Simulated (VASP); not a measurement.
# Se: single point with PBE

The system is Se.

```
Se
1.0
     1.85813    1.07279    1.51703
    -1.85813    1.07279    1.51703
     0.00000   -2.14558    1.51703
Se
1
Direct
  0.00000 0.00000 0.00000
```

This cell differs from its parent crystal: volume scaled by 0.800.

```yaml
Program: VASP 6.6.1
Task: single point
Functional: PBE
Potentials_or_basis: VASP PAW PBE potentials, release 64 (Se)
Cutoff: 520 eV
k_mesh: 16 × 16 × 16
Occupations: gaussian, width 0.05 eV
Spin: no spin polarisation
Dipole_correction: no
Further_INCAR_settings: ALGO = Normal; EDIFF = 1e-06; NBANDS = 9
```

* Pressure: 26.0 GPa
* Band gap on the k mesh: zero (band 3 reaches 11.44 eV, above the bottom of band 4 at 3.36 eV)

Levels at points of the mesh, in eV from the Fermi level:
```
           k point  band 1  band 2  band 3  band 4  band 5  band 6  band 7
(0.00, 0.00, 0.00)  -18.30    1.72    1.72    1.72    7.30    7.30    9.16
(0.50, 0.00, 0.00)  -15.34   -9.14    3.79    3.79    9.93   13.37   13.42
(0.50, 0.50, 0.00)  -12.29   -6.59   -6.59    1.45    5.72   15.04   16.71
(0.50, 0.50, 0.50)   -9.00   -4.30   -4.30   -4.30    4.91    4.91    4.91
```

Wall time 33 s on 1 thread of AMD EPYC 7R43 64-Core Processor (Zen 3), with other jobs on the host, peak memory 0.13 GiB.
